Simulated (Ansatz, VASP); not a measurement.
## Two plane-wave programs on AlN

```
Al N
1.0
     0.00000    2.18399    2.18399
     2.18399    0.00000    2.18399
     2.18399    2.18399    0.00000
Al N
1 1
Direct
  0.00000 0.00000 0.00000
  0.75000 0.75000 0.75000
```

Alike in both runs: task relaxation of cell and atoms; functional r2SCAN; dispersion rVV10; k mesh 8 × 8 × 8; no spin polarisation.

|  | VASP | Ansatz |
| --- | --- | --- |
| version | VASP 6.6.1 | Ansatz 0.2.0 |
| potentials or method | VASP PAW PBE potentials, release 64 (Al, N), cutoff 600 eV | plane waves, PAW |
| occupations | gaussian, width 0.01 eV | fixed |
| valence electrons in the cell | 8 | 8 |

|  | VASP | Ansatz | Ansatz less VASP |
| --- | --- | --- | --- |
| relaxed volume (Å³/atom) | 10.38 | 10.39 | +0.010 |
| relaxed cell length with the largest relative difference (Å) | 3.085 | 3.086 | +0.0010 |

VASP's potentials were made for PBE, not for r2SCAN.
